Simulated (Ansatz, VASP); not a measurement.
## W: VASP beside Ansatz

```
W
1.0
     0.00000    1.98627    1.98627
     1.98627    0.00000    1.98627
     1.98627    1.98627    0.00000
W
1
Cartesian
  0.0000 0.0000 0.0000
```

Alike in both runs: functional LDA; k mesh 18 × 18 × 18; occupations gaussian, width 0.1 eV; no spin polarisation.

Ansatz relaxed the structure, and its values are those at the end. VASP's run is a single point on that final structure, the one shown.

|  | VASP | Ansatz |
| --- | --- | --- |
| version | VASP 6.6.1 | Ansatz 0.2.0 |
| potentials or method | VASP PAW LDA potentials, release 64 (W_sv), cutoff 520 eV | scalar-relativistic, plane waves, PAW |
| valence electrons in the cell | 14 | 14 |

```csv
,VASP,Ansatz,Ansatz less VASP
gap on the k mesh at the Fermi level (eV),none,none,-
pressure (GPa),1.9,0.0,-1.84
```

LDA's correlation is that of Perdew and Zunger in VASP and of Perdew and Wang (1992) in Ansatz. A gap of «none» marks a metal or a gap that the smearing closes.

Spin-orbit coupling is off throughout.
